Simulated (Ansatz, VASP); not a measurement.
CdF3 in VASP and in Ansatz

```xyz
4
Lattice="-2.3470 2.3470 2.3470 2.3470 -2.3470 2.3470 2.3470 2.3470 -2.3470" Properties=species:S:1:pos:R:3 pbc="T T T"
Cd    0.0000    0.0000    0.0000
F     2.3470    0.0000    0.0000
F     0.0000    2.3470    0.0000
F     0.0000    0.0000    2.3470
```

Alike in both runs: functional PBE; k mesh 6 × 6 × 6; occupations gaussian, width 0.1 eV; collinear spin.

Ansatz relaxed the structure, and its values are those at the end. VASP's run is a single point on that final structure, the one shown.

```csv
,VASP,Ansatz
version,VASP 6.6.1,Ansatz 0.2.0
potentials or method,"VASP PAW PBE potentials, release 64 (Cd, F), cutoff 520 eV","scalar-relativistic, plane waves, PAW"
valence electrons in the cell,33,41
```

```tsv
	VASP	Ansatz	Ansatz less VASP
gap on the k mesh at the Fermi level (eV)	none	none	-
pressure (GPa)	0.1	0.0	-0.13
net moment per atom (μB)	0.25	0.25	0.000
size of the moment on the site where the two differ most (μB)	0.32	0.34	+0.024
```

Site moments also hang on the region over which each program counts them. A gap of «none» marks a metal or a gap that the smearing closes. VASP's potentials hold 33 valence electrons a cell and Ansatz's 41, so a difference there can come from the potentials and not from the codes.
